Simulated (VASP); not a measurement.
A run of VASP 6.6.1 is set up as follows.

INCAR

```
SYSTEM = NaCl
PREC = Accurate
ENCUT = 520
EDIFF = 1E-7
ISMEAR = 0
SIGMA = 0.05
LREAL = .FALSE.
LASPH = .TRUE.
NELM = 100
ALGO = Normal
ISIF = 2
LWAVE = .FALSE.
LCHARG = .FALSE.
GGA = PE
NBANDS = 14
```

Contents of KPOINTS:

```
regular mesh
0
G
  8 8 8
  0 0 0
```

The input POSCAR:

```
NaCl
1.0
    0.0000000000      2.6052100000      2.8317500000
    2.6052100000      0.0000000000      2.8317500000
    2.6052100000      2.6052100000      0.0000000000
Na Cl
1 1
Direct
    0.0000000000      0.0000000000      0.0000000000
    0.5000000000      0.5000000000      0.5000000000
```

Potentials or basis: VASP PAW PBE potentials, release 64 (Na_pv, Cl).

The run is started by

```bash
$ cat potpaw_PBE.64/Na_pv/POTCAR potpaw_PBE.64/Cl/POTCAR > POTCAR
$ mpirun -np 1 vasp_std > vasp.out
```

(1) Predict the band gap on the k mesh.

(2) Predict the pressure.

Answers

(1) 5.76 eV.

(2) 7.3 GPa.

Caveat: the cell differs from its parent crystal (strain -0.080 along x and y, +0.000 along z); the cell stands under pressure.
